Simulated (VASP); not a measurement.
# SnPb5Se6: single point with PBE

The system is SnPb5Se6.

```xyz
12
Lattice="4.3806 0.0000 0.0000 -2.1903 3.7937 0.0000 0.0000 0.0000 21.4534" Properties=species:S:1:pos:R:3 pbc="T T T"
Sn    0.0000    0.0000   10.7267
Pb    0.0000    0.0000    0.0000
Pb    0.0000    2.5291   17.8485
Pb    2.1903    1.2646   14.2443
Pb    0.0000    2.5291    7.2091
Pb    2.1903    1.2646    3.6048
Se    2.1903    1.2646   19.6508
Se    0.0000    0.0000   16.0460
Se    0.0000    2.5291   12.4313
Se    2.1903    1.2646    9.0220
Se    0.0000    0.0000    5.4073
Se    0.0000    2.5291    1.8025
```

```json
{
  "Program": "VASP 6.6.1",
  "Task": "single point",
  "Functional": "PBE",
  "Potentials or basis": "VASP PAW PBE potentials, release 64 (Sn_d, Pb_d, Se)",
  "Cutoff": "520 eV",
  "k mesh": "6 × 6 × 1",
  "Occupations": "gaussian, width 0.2 eV",
  "Spin": "no spin polarisation",
  "Dipole correction": "no",
  "Further INCAR settings": "ALGO = Normal; EDIFF = 1e-06; NBANDS = 72"
}
```

```yaml
Pressure: -0.1 GPa
Largest_force: 0.014 eV/Å
Band_gap_on_the_k_mesh: 0.26 eV (least direct gap 0.27 eV)
```

Forces on the atoms (eV/Å):
```
Sn   0.000  0.000  0.000
Pb   0.000  0.000  0.000
Pb   0.000  0.000  0.014
Pb   0.000  0.000  0.007
Pb   0.000  0.000 -0.007
Pb   0.000  0.000 -0.014
Se   0.000  0.000 -0.006
Se   0.000  0.000 -0.014
Se   0.000  0.000 -0.010
Se   0.000  0.000  0.010
Se   0.000  0.000  0.014
Se   0.000  0.000  0.006
```

Levels at points of the mesh, in eV from the valence-band top:
| k point | band 57 | band 58 | band 59 | band 60 | band 61 | band 62 | band 63 | band 64 |
| --- | --- | --- | --- | --- | --- | --- | --- | --- |
| (0.00, 0.00, 0.00) | -1.39 | -0.72 | -0.66 | -0.02 | 0.26 | 1.21 | 1.39 | 1.61 |
| (0.50, 0.00, 0.00) | -1.45 | -1.45 | -1.29 | 0.00 | 0.27 | 1.62 | 1.64 | 1.74 |

Run time: 3.3 min on 1 thread of Intel(R) Xeon(R) Platinum 8375C CPU @ 2.90GHz (Ice Lake), with other jobs on the host, peak memory 0.55 GiB.

Caveat: spin-orbit coupling is left out, which moves the levels of the heavy elements; an odd mesh through Γ misses points on the zone boundary, where band edges can lie.
